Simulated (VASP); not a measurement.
Here is a VASP 6.6.1 calculation.

Contents of INCAR:

```
PREC = Accurate
ENCUT = 500
EDIFF = 1E-6
ISMEAR = 0
SIGMA = 0.1
LREAL = F
LASPH = T
NELM = 120
ALGO = Normal
ISIF = 2
LWAVE = F
LCHARG = F
GGA = PE
NBANDS = 21
GGA_COMPAT = F
```

KPOINTS

```
regular mesh
0
Gamma
  14 14 14
```

File POSCAR:

```
Ge
1.0
    0.0000000000      2.7913899228      2.7913899228
    2.7913899228      0.0000000000      2.7913899228
    2.7913899228      2.7913899228      0.0000000000
Ge
2
Direct
    0.0000000000      0.0000000000      0.0000000000
    0.2500000000      0.2500000000      0.2500000000
```

Potentials or basis: VASP PAW PBE potentials, release 64 (Ge_d).

The run is started by

```sh
$ cat potpaw_PBE.64/Ge_d/POTCAR > POTCAR
$ mpirun -np 1 vasp_std > vasp.out
```

(1) What does it give for the pressure?

(2) Predict the band gap on the k mesh.

## Answers

(1) 6.8 GPa.

(2) 0.31 eV (least direct gap 0.41 eV).

Caveat: the cell stands under pressure.
